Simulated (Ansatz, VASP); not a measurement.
# TaF3 in VASP and in Ansatz

```xyz
4
Lattice="4.0182 0.0000 0.0000 0.0000 4.0182 0.0000 0.0000 0.0000 3.8427" Properties=species:S:1:pos:R:3 pbc="T T T"
Ta    0.0000    0.0000    0.0000
F     2.0091    0.0000    0.0000
F     0.0000    2.0091    0.0000
F     0.0000    0.0000    1.9213
```

Change from the starting cell: strain +0.030 along x and y, -0.015 along z, atoms carried along.

Alike in both runs: task single point; functional PBEsol; k mesh 12 × 12 × 12; occupations gaussian, width 0.15 eV; no spin polarisation.

|  | VASP | Ansatz |
| --- | --- | --- |
| version | VASP 6.6.1 | Ansatz 0.2.0 |
| potentials or method | VASP PAW PBE potentials, release 64 (Ta_pv, F), cutoff 520 eV | scalar-relativistic, plane waves, PAW |
| valence electrons in the cell | 32 | 34 |

Ansatz gave:

```
gap on the k mesh at the Fermi level (eV)                     : none
pressure (GPa)                                                : 13.0
traceless stress, the component that is largest in VASP (GPa) : 11.77
```

Q: Estimate VASP's values.

A: gap on the k mesh at the Fermi level (eV): none; pressure (GPa): 13.3; traceless stress, the component that is largest in VASP (GPa): 12.00.

VASP's potentials were made for PBE, not for PBEsol. A gap of «none» marks a metal or a gap that the smearing closes. VASP's potentials hold 32 valence electrons a cell and Ansatz's 34, so a difference there can come from the potentials and not from the codes.

Neither program's run includes spin-orbit coupling.
